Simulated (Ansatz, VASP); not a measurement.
# Mo: VASP beside Ansatz

```
Mo
1.0
    -1.58037    1.58037    1.58037
     1.58037   -1.58037    1.58037
     1.58037    1.58037   -1.58037
Mo
1
Direct
  0.00000 0.00000 0.00000
```

Alike in both runs: functional PBE; k mesh 19 × 19 × 19; occupations fermi-dirac, width 0.08 eV; no spin polarisation.

Ansatz relaxed the structure, and its values are those at the end. VASP's run is a single point on that final structure, the one shown.

|  | VASP | Ansatz |
| --- | --- | --- |
| version | VASP 6.6.1 | Ansatz 0.2.0 |
| potentials or method | VASP PAW PBE potentials, release 64 (Mo_sv) | PAW with Ansatz's default frozen-core files, scalar-relativistic |
| plane-wave cutoff (eV) | 520 | 420 |
| valence electrons in the cell | 14 | 14 |

```tsv
	VASP	Ansatz	Ansatz less VASP
pressure (GPa)	0.5	0.0	-0.51
```

The functional is the same, so the differences come from potentials, cutoffs and numerics.
